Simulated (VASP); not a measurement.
Bi:

```
CELL_PARAMETERS angstrom
2.29246 1.32355 4.04675
-2.29246 1.32355 4.04675
0.00000 -2.64710 4.04675
ATOMIC_POSITIONS crystal
Bi 0.23371 0.23371 0.23371
Bi 0.76629 0.76629 0.76629
```

Base run:

| Property | Result |
| --- | --- |
| Program | VASP 6.6.1 |
| Functional | PBE |
| Potentials or basis | VASP PAW PBE potentials, release 64 (Bi_d) |
| Cutoff | 520 eV |
| k mesh | 8 × 8 × 8 |
| Occupations | fermi-dirac, width 0.6 eV |
| Spin | no spin polarisation |

Its results: band gap on the k mesh zero (band 15 reaches 5.76 eV, above the bottom of band 16 at 5.60 eV); pressure 1.5 GPa; largest force 0.476 eV/Å.

**Question.** The run is repeated on the same cell with these changes: occupations from fermi-dirac, width 0.6 eV to fermi-dirac, width 0.01 eV. What comes out?

**Answer.** Band gap on the k mesh zero (band 15 reaches 5.77 eV, above the bottom of band 16 at 5.61 eV); pressure -0.1 GPa; largest force 0.026 eV/Å.

Caveats: spin-orbit coupling is left out, which moves the levels of the heavy elements.
